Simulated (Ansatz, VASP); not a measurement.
## One calculation of Sn, two programs

```xyz
1
Lattice="-2.0457 2.0457 2.0457 2.0457 -2.0457 2.0457 2.0457 2.0457 -2.0457" Properties=species:S:1:pos:R:3 pbc="T T T"
Sn    0.0000    0.0000    0.0000
```

Alike in both runs: task single point; functional BLYP; k mesh 13 × 13 × 13; occupations fermi-dirac, width 0.1 eV; no spin polarisation.

```csv
,VASP,Ansatz
version,VASP 6.6.1,Ansatz 0.2.0
potentials or method,"VASP PAW PBE potentials, release 64 (Sn_d), cutoff 520 eV","plane waves (420 eV) with PAW, scalar-relativistic"
valence electrons in the cell,14,14
```

|  | VASP | Ansatz | Ansatz less VASP |
| --- | --- | --- | --- |
| pressure (GPa) | -3.0 | -3.0 | +0.05 |

VASP's potentials were made for PBE, not for BLYP.
